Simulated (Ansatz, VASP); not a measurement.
**BN: VASP beside Ansatz**

```
B N
1.0
     0.00000    1.81234    1.81234
     1.81234    0.00000    1.81234
     1.81234    1.81234    0.00000
B N
1 1
Direct
  0.25000 0.25000 0.25000
  0.50000 0.50000 0.50000
```

Alike in both runs: functional PBE; k mesh 12 × 12 × 12; occupations gaussian, width 0.02 eV; no spin polarisation.

Ansatz relaxed the structure, and its values are those at the end. VASP's run is a single point on that final structure, the one shown.

```csv
,VASP,Ansatz
version,VASP 6.6.1,Ansatz 0.2.0
potentials or method,"VASP PAW PBE potentials, release 64 (B, N), cutoff 520 eV","scalar-relativistic, plane waves, PAW"
valence electrons in the cell,8,8
```

Ansatz gave:

```
gap on the k mesh at the Fermi level (eV) : 4.46
least direct gap on the mesh (eV)         : 8.79
pressure (GPa)                            : 0.0
```

What did VASP give for the same quantities?

gap on the k mesh at the Fermi level (eV): 4.45; least direct gap on the mesh (eV): 8.78; pressure (GPa): 0.2.

The functional is the same, so the differences come from potentials, cutoffs and numerics.
